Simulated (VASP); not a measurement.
# LaW6: relaxation of cell and atoms with PBE

LaW6:

```
CELL_PARAMETERS angstrom
6.07793 0.00000 0.00000
0.00000 6.07793 0.00000
0.00000 0.00000 6.07793
ATOMIC_POSITIONS crystal
La 0.00000 0.00000 0.00000
W 0.50000 0.50000 0.19857
W 0.50000 0.50000 0.80143
W 0.19857 0.50000 0.50000
W 0.80143 0.50000 0.50000
W 0.50000 0.19857 0.50000
W 0.50000 0.80143 0.50000
```

```yaml
Program: VASP 6.6.1
Task: relaxation of cell and atoms
Functional: PBE
Potentials_or_basis: VASP PAW PBE potentials, release 64 (La, W_sv)
Cutoff: 600 eV
k_mesh: 6 × 6 × 6
Occupations: gaussian, width 0.1 eV
Spin: no spin polarisation
Dipole_correction: no
Further_INCAR_settings: ALGO = Normal; EDIFF = 1e-06; IBRION = 2; EDIFFG = -0.01; NSW = 100; ISIF = 3
```

```json
{
  "Relaxed volume": "32.11 Å³/atom",
  "Relaxed cell": "a = 6.080 Å, b = 6.080 Å, c = 6.080 Å, α = 90.00°, β = 90.00°, γ = 90.00°",
  "Space group after relaxing (to 0.05 Å)": "Pm-3m (No. 221)",
  "Energy gained by relaxing": "0.0 meV/atom",
  "Ionic steps": "3",
  "Pressure after relaxing": "0.0 GPa",
  "Largest force after relaxing": "0.008 eV/Å"
}
```

Forces in eV/Å, atoms in the order of the input:
```
La   0.000  0.000  0.000
W    0.000  0.000 -0.008
W    0.000  0.000  0.008
W   -0.008  0.000  0.000
W    0.008  0.000  0.000
W    0.000 -0.008  0.000
W    0.000  0.008  0.000
```

The path:
```
step  energy change (eV)  largest force (eV/Å)  pressure (GPa)  volume (Å³)
   1              0.0000                0.0693            0.14       224.53
   2              0.0015                0.1337           -0.43       225.45
   3             -0.0003                0.0078           -0.03       224.80
```

Final structure:
```cif
data_structure
_symmetry_space_group_name_H-M 'P 1'
_symmetry_Int_Tables_number 1
_cell_length_a 6.0804
_cell_length_b 6.0804
_cell_length_c 6.0804
_cell_angle_alpha 90.000
_cell_angle_beta 90.000
_cell_angle_gamma 90.000
_cell_volume 224.80
loop_
_atom_site_label
_atom_site_type_symbol
_atom_site_fract_x
_atom_site_fract_y
_atom_site_fract_z
_atom_site_occupancy
La1 La 0.00000 0.00000 0.00000 1
W1 W 0.50000 0.50000 0.19841 1
W2 W 0.50000 0.50000 0.80159 1
W3 W 0.19841 0.50000 0.50000 1
W4 W 0.80159 0.50000 0.50000 1
W5 W 0.50000 0.19841 0.50000 1
W6 W 0.50000 0.80159 0.50000 1
```

Levels at points of the mesh, in eV from the Fermi level:
```csv
k point,band 45,band 46,band 47,band 48,band 49,band 50,band 51,band 52
"(0.00, 0.00, 0.00)",-0.36,-0.22,-0.22,0.43,0.43,0.43,0.53,0.56
"(0.50, 0.00, 0.00)",-0.38,-0.21,-0.21,-0.18,0.33,0.33,0.49,0.49
"(0.50, 0.50, 0.00)",-0.20,-0.20,-0.06,-0.06,0.40,0.47,0.49,0.50
"(0.50, 0.50, 0.50)",-0.31,-0.15,-0.15,-0.15,0.43,0.43,0.43,0.49
```

It took 14 min on 1 thread of Intel(R) Xeon(R) Platinum 8488C (Sapphire Rapids), with other jobs on the host, peak memory 0.54 GiB.

Caveat: spin-orbit coupling is left out, which moves the levels of the heavy elements.
